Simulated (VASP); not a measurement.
# Cr (Im-3m) in VASP: single point with LDA

Aim: the single point of Cr with LDA.

All numbers are computed with VASP 6.6.1; they aren't measurements. Logs are shortened: lines on timing, memory, paths and dates and some standing lists are left out, and cuts for length are marked.

### Step 1. The cell of the first run

The structure is cubic, space group Im-3m (No. 229). The conventional cell has a = 2.930 Å, b = 2.930 Å, c = 2.930 Å, α = 90.00°, β = 90.00°, γ = 90.00°. Within 3.3 Å of Cr (site symmetry m-3m) lie 14 Cr at 2.54 to 2.93 Å.

### Step 2. Single point, LDA

Contents of INCAR:

```
PREC     = Accurate       # precision mode
ENCUT    = 500            # plane-wave cutoff, eV
EDIFF    = 1E-6           # SCF threshold, eV
ISMEAR   = -1             # smearing method
SIGMA    = 0.1            # smearing width, eV
LREAL    = F              # projectors in reciprocal space
LASPH    = T              # aspherical terms in the spheres
NELM     = 120            # most SCF steps
ALGO     = Normal         # electronic algorithm
ISIF     = 2              # what is computed and relaxed
LWAVE    = F              # write WAVECAR
LCHARG   = F              # write CHGCAR
GGA      = CA             # functional
NBANDS   = 12             # bands
GGA_COMPAT= F
```

Contents of KPOINTS:

```
regular mesh
0
Gamma
  16 16 16
```

Contents of POSCAR:

```
Cr
1.0
   -1.4651420000      1.4651420000      1.4651420000
    1.4651420000     -1.4651420000      1.4651420000
    1.4651420000      1.4651420000     -1.4651420000
Cr
1
Direct
    0.0000000000      0.0000000000      0.0000000000
```

Potentials or basis: VASP PAW LDA potentials, release 64 (Cr_pv).

On the command line:

```bash
cat potpaw_LDA.64/Cr_pv/POTCAR > POTCAR
mpirun -np 1 vasp_std > vasp.out
```

OUTCAR:

```text
PREC = Accurate
   ENCUT = 500
   EDIFF = 1E-6
   ISMEAR = -1
   LREAL = F
   LASPH = T
   NELM = 120
   ISIF = 2
   GGA = CA

 ion  position               nearest neighbor table
   1  0.000  0.000  0.000-

  LATTYP: Found a body centered cubic cell.
 ALAT       =     2.9302840000

  Lattice vectors:

 A1 = (  -1.4651420000,   1.4651420000,   1.4651420000)
 A2 = (   1.4651420000,  -1.4651420000,   1.4651420000)
 A3 = (   1.4651420000,   1.4651420000,  -1.4651420000)

Analysis of symmetry for initial positions (statically):
=====================================================================
 Subroutine PRICEL returns:
 Original cell was already a primitive cell.

 Routine SETGRP: Setting up the symmetry group for a
 body centered cubic supercell.

 Subroutine GETGRP returns: Found 48 space group operations
 (whereof 48 operations were pure point group operations)
 out of a pool of 48 trial point group operations.

The static configuration has the point symmetry O_h .

Analysis of symmetry for dynamics (positions and initial velocities):
=====================================================================
 Subroutine PRICEL returns:
 Original cell was already a primitive cell.

 Routine SETGRP: Setting up the symmetry group for a
 body centered cubic supercell.

 Subroutine GETGRP returns: Found 48 space group operations
 (whereof 48 operations were pure point group operations)
 out of a pool of 48 trial point group operations.

The dynamic configuration has the point symmetry O_h .

 Subroutine INISYM returns: Found 48 space group operations
 (whereof 48 operations are pure point group operations),
 and found     1 'primitive' translations

----------------------------------------------------------------------------------------

                                     Primitive cell

  volume of cell :      12.5805

  direct lattice vectors                    reciprocal lattice vectors
    -1.465142000  1.465142000  1.465142000     0.000000000  0.341263850  0.341263850
     1.465142000 -1.465142000  1.465142000     0.341263850  0.000000000  0.341263850
     1.465142000  1.465142000 -1.465142000     0.341263850  0.341263850  0.000000000

  length of vectors
     2.537700384  2.537700384  2.537700384     0.482619965  0.482619965  0.482619965

  position of ions in fractional coordinates (direct lattice)
     0.000000000  0.000000000  0.000000000

  ion indices of the primitive-cell ions
   primitive index   ion index
                 1           1

----------------------------------------------------------------------------------------

 KPOINTS: regular mesh

Automatic generation of k-mesh.
 Grid dimensions read from file:
 generate k-points for:   16   16   16

 Generating k-lattice:

  Cartesian coordinates                     Fractional coordinates (reciprocal lattice)
     0.000000000  0.021328991  0.021328991     0.062500000  0.000000000  0.000000000
     0.021328991  0.000000000  0.021328991     0.000000000  0.062500000  0.000000000
     0.021328991  0.021328991  0.000000000     0.000000000  0.000000000  0.062500000

  Length of vectors
     0.030163748  0.030163748  0.030163748

  Shift w.r.t. Gamma in fractional coordinates (k-lattice)
     0.000000000  0.000000000  0.000000000

 Subroutine IBZKPT returns following result:
 ===========================================

 Found    145 irreducible k-points:

 Following reciprocal coordinates:
            Coordinates               Weight
  0.000000  0.000000  0.000000      1.000000
  0.062500  0.000000  0.000000     12.000000
  0.125000  0.000000  0.000000     12.000000
  0.187500  0.000000  0.000000     12.000000
  0.250000  0.000000  0.000000     12.000000
  0.312500  0.000000  0.000000     12.000000
[... 16 lines left out ...]
  0.187500  0.187500  0.000000     24.000000
  0.250000  0.187500  0.000000     48.000000
 [... further k-points ...]
   k-points           NKPTS =    145   k-points in BZ     NKDIM =    145   number of bands    NBANDS=     12
   number of dos      NEDOS =    301   number of ions     NIONS =      1
   total plane-waves  NPLWV =   8000
   dimension x,y,z NGX =    20 NGY =   20 NGZ =   20
   dimension x,y,z NGXF=    40 NGYF=   40 NGZF=   40
   ions per type =               1
   NGX,Y,Z   is equivalent  to a cutoff of  13.10, 13.10, 13.10 a.u.
   NGXF,Y,Z  is equivalent  to a cutoff of  26.20, 26.20, 26.20 a.u.
 SYSTEM =  unknown system
   PREC   = accura    normal or accurate (medium, high low for compatibility)
   ISTART =      0    job   : 0-new  1-cont  2-samecut
   ICHARG =      2    charge: 1-file 2-atom 10-const
   ISPIN  =      1    spin polarized calculation?
   LNONCOLLINEAR =      F non collinear calculations
   LSORBIT =      F    spin-orbit coupling
   LASPH  =      T    aspherical Exc in radial PAW
   ENCUT  =  500.0 eV  36.75 Ry    6.06 a.u.   4.63  4.63  4.63*2*pi/ulx,y,z
   NELM   =    120;   NELMIN=  2; NELMDL= -5     # of ELM steps
   EDIFF  = 0.1E-05   stopping-criterion for ELM
   LREAL  =      F    real-space projection
   EDIFFG = 0.1E-04   stopping-criterion for IOM
   NSW    =      0    number of steps for IOM
   IBRION =     -1    ionic relax: 0-MD 1-quasi-New 2-CG
   NFREE  =      0    steps in history (QN), initial steepest desc. (CG)
   ISIF   =      2    stress and relaxation
   ISYM   =      2    0-nonsym 1-usesym 2-fastsym
   POTIM  = 0.5000    time-step for ionic-motion
   TEBEG  =    0.0;   TEEND  =   0.0 temperature during run
   PSTRESS=    0.0 pullay stress
   NELECT =      12.0000    total number of electrons
   NUPDOWN=      -1.0000    fix difference up-down
   EMIN   =  10.00;   EMAX   =-10.00  energy-range for DOS
   EFERMI =   0.00;   METHOD = LEGACY
   ISMEAR =    -1;   SIGMA  =   0.10  broadening in eV -4-tet -1-fermi 0-gaus
   EFERMI_NEDOS =   21; number of points for ismear=-14 and -15
   IALGO  =     38    algorithm
   IMIX   =      4    mixing-type and parameters
     AMIX     =   0.40;   BMIX     =  1.00
     AMIX_MAG =   1.60;   BMIX_MAG =  1.00
  volume/ion in A,a.u.               =      12.58        84.90
  Fermi-wavevector in a.u.,A,eV,Ry     =   1.611519  3.045330 35.334258  2.596995
  Thomas-Fermi vector in A             =   2.706897
   LORBIT       =      0    0 simple, 1 ext, 2 COOP (PROOUT), +10 PAW based schemes
   GGA     = CA    functional components
   LHFCALC =     F    Hartree Fock is set to
   AEXX    =    0.0000 exact exchange contribution
   IVDW    =     0    specifies the selected vdW correction
   LEPSILON=     F    determine dielectric tensor
   LRPA    =     F    only Hartree local field effects (RPA)
 non-spin polarized calculation
  energy-cutoff  :      500.00
  volume of cell :       12.58
 maximum number of plane-waves:       330
   NGX =  9   NGY =  9   NGZ =  9

 number of electron      12.0000010 magnetization

 Free energy of the ion-electron system (eV)
  ---------------------------------------------------
  ext. energy  EPLUGINS =         0.00000000
  ---------------------------------------------------
  free energy    TOTEN  =       -10.44129159 eV

  energy without entropy =      -10.41495293  energy(sigma->0) =      -10.42812226

 E-fermi :   9.5733     XC(G=0): -13.5081

 val. band max:        9.5659944004   @ k =  -0.2500   0.3125   0.1250
 cond. band min:       9.5816135827   @ k =  -0.1875   0.1875   0.1250
 fundamental gap:      0.0156191823
 Fermi energy:         9.5732966745

 k-point     1 :       0.0000    0.0000    0.0000
  band No.  band energies     occupation
      1     -32.8333      2.00000
      2     -32.8333      2.00000
      3     -32.8333      2.00000
      4       2.1314      2.00000
      5       8.7910      1.99920
      6       8.7910      1.99920
      7       8.7910      1.99920
      8      10.5717      0.00009
      9      10.5717      0.00009
     10      14.9005      0.00000
     11      31.2923      0.00000
     12      31.2923      0.00000

 k-point     2 :       0.0625    0.0000    0.0000
  band No.  band energies     occupation
      1     -32.8618      2.00000
      2     -32.8422      2.00000
      3     -32.8335      2.00000
      4       2.2910      2.00000
      5       8.7326      1.99955
      6       8.7818      1.99927
      7       8.8951      1.99774
      8      10.5080      0.00017
      9      10.5759      0.00009
     10      14.9004      0.00000
     11      30.8349      0.00000
     12      31.2253      0.00000

 k-point     3 :       0.1250    0.0000    0.0000
  band No.  band energies     occupation
      1     -32.9424      2.00000
      2     -32.8675      2.00000
      3     -32.8338      2.00000
      4       2.7542      2.00000
      5       8.5696      1.99991
      6       8.7334      1.99955
      7       9.1987      1.95386
      8      10.3691      0.00070
      9      10.5905      0.00008
     10      14.9003      0.00000
     11      29.5673      0.00000
     12      30.8641      0.00000

 k-point     4 :       0.1875    0.0000    0.0000
  band No.  band energies     occupation
      1     -33.0614      2.00000
      2     -32.9051      2.00000
      3     -32.8344      2.00000
      4       3.4684      2.00000
      5       8.3338      1.99999
      6       8.6156      1.99986
      7       9.6751      0.53092
      8      10.2739      0.00181
      9      10.6200      0.00006
     10      14.9002      0.00000
     11      27.6864      0.00000
     12      30.0185      0.00000

 k-point     5 :       0.2500    0.0000    0.0000
  band No.  band energies     occupation
      1     -33.1999      2.00000
      2     -32.9493      2.00000
      3     -32.8350      2.00000
      4       4.3171      2.00000
      5       8.0670      2.00000
      6       8.5008      1.99996
      7      10.2767      0.00176
      8      10.2934      0.00149
      9      10.6669      0.00004
     10      14.9000      0.00000
     11      25.4469      0.00000
     12      28.8886      0.00000
[... 228 lines left out ...]
      1     -33.4952      2.00000
      2     -33.0866      2.00000
      3     -32.8737      2.00000
      4       5.9282      2.00000
      5       7.5116      2.00000
      6       9.0927      1.98377
      7      10.5039      0.00018
      8      11.1018      0.00000
      9      13.0703      0.00000
     10      14.8978      0.00000
     11      19.3194      0.00000
     12      24.9239      0.00000

 k-point    22 :       0.4375    0.1250    0.0000
  band No.  band energies     occupation
      1     -33.5161      2.00000
      2     -33.0980      2.00000
      3     -32.8741      2.00000
      4       5.9267      2.00000
      5       7.4735      2.00000
      6       9.3101      1.86583
      7      10.5234      0.00015
      8      11.1953      0.00000
      9      13.4561      0.00000
     10      14.8964      0.00000
     11      18.5551      0.00000
     12      24.7487      0.00000

 k-point    23 :       0.1875    0.1875    0.0000
  band No.  band energies     occupation
      1     -33.3219      2.00000
      2     -33.0027      2.00000
      3     -32.8842      2.00000
      4       5.4783      2.00000
      5       7.8250      2.00000
      6       8.0608      2.00000
      7      10.1725      0.00498
      8      10.8731      0.00000
      9      11.5408      0.00000
     10      14.8997      0.00000
     11      24.4133      0.00000
     12      25.1236      0.00000

 k-point    24 :       0.2500    0.1875    0.0000
  band No.  band energies     occupation
      1     -33.3946      2.00000
      2     -33.0621      2.00000
      3     -32.8934      2.00000
      4       6.0804      2.00000
      5       7.6196      2.00000
      6       8.1192      2.00000
      7      10.2879      0.00158
      8      10.9495      0.00000
      9      12.4768      0.00000
     10      14.8994      0.00000
     11      22.3906      0.00000
     12      24.0041      0.00000

 [... further k-points ...]

------------------------ aborting loop because EDIFF is reached ----------------------------------------

  FORCE on cell =-STRESS in cart. coord.  units (eV):
  Direction    XX          YY          ZZ          XY          YZ          ZX
  --------------------------------------------------------------------------------------
  -------------------------------------------------------------------------------------
  Total       -2.5591263     -2.5591263     -2.5591263      0.0000000     -0.0000000      0.0000000
  in kB     -325.9141068   -325.9141068   -325.9141068      0.0000000     -0.0000000      0.0000000
  external PRESSURE =    -325.9141068 kB  Pullay stress =       0.0000000 kB

 VOLUME and BASIS-vectors are now :
 -----------------------------------------------------------------------------
  energy-cutoff  :      500.00
  volume of cell :       12.58
      direct lattice vectors                 reciprocal lattice vectors
    -1.465142000  1.465142000  1.465142000     0.000000000  0.341263850  0.341263850
     1.465142000 -1.465142000  1.465142000     0.341263850  0.000000000  0.341263850
     1.465142000  1.465142000 -1.465142000     0.341263850  0.341263850  0.000000000

 POSITION                                       TOTAL-FORCE (eV/Angst)
 -----------------------------------------------------------------------------------
      0.00000      0.00000      0.00000        -0.000000     -0.000000      0.000000
 -----------------------------------------------------------------------------------
    total drift:                                0.000000     -0.000000      0.000000

  FREE ENERGIE OF THE ION-ELECTRON SYSTEM (eV)
  ---------------------------------------------------
  free  energy   TOTEN  =       -10.4412915924 eV

  energy  without entropy=      -10.4149529276  energy(sigma->0) =      -10.42812226
```

Run time: 6.7 s. Hardware: 1 thread of Intel Xeon 6975P-C (Granite Rapids), shared host; peak memory 0.13 GiB.

What came out:

- Free energy: -10.4413 eV
- Pressure: -32.6 GPa
- Band gap on the k mesh: zero (band 6 reaches 11.79 eV, above the bottom of band 7 at 8.79 eV)

Caveat: the run has no spin polarisation, though such a crystal can be magnetic.
